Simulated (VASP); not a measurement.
CsSnI3:

```
Cs I Sn
1.0
     6.20570    0.00000    0.00000
     0.00000    6.20570    0.00000
     0.00000    0.00000    6.20570
Cs I Sn
1 3 1
Direct
  0.00000 0.00000 0.00000
  0.50000 0.50000 0.00000
  0.50000 0.00000 0.50000
  0.00000 0.50000 0.50000
  0.50000 0.50000 0.50000
```

Base run:

* Program: VASP 6.6.1
* Functional: PBE
* Potentials or basis: VASP PAW PBE potentials, release 64 (Cs_sv, I, Sn_d)
* Cutoff: 520 eV
* k mesh: 5 × 5 × 5
* Occupations: fermi-dirac, width 0.05 eV
* Spin: no spin polarisation

Its results: band gap on the k mesh 1.75 eV, direct; pressure 0.5 GPa.

Task: The run is repeated on the same cell with these changes: functional from PBE to RPBE. What comes out?

Result: Band gap on the k mesh 1.75 eV, direct; pressure 1.6 GPa.

RPBE binds less tightly than PBE, so the same cell stands under more pressure.

Caveats: spin-orbit coupling is left out, which moves the levels of the heavy elements; the PAW data sets were made with another functional, which shifts forces and pressure a little (some runs).

A k mesh can miss the band edges.
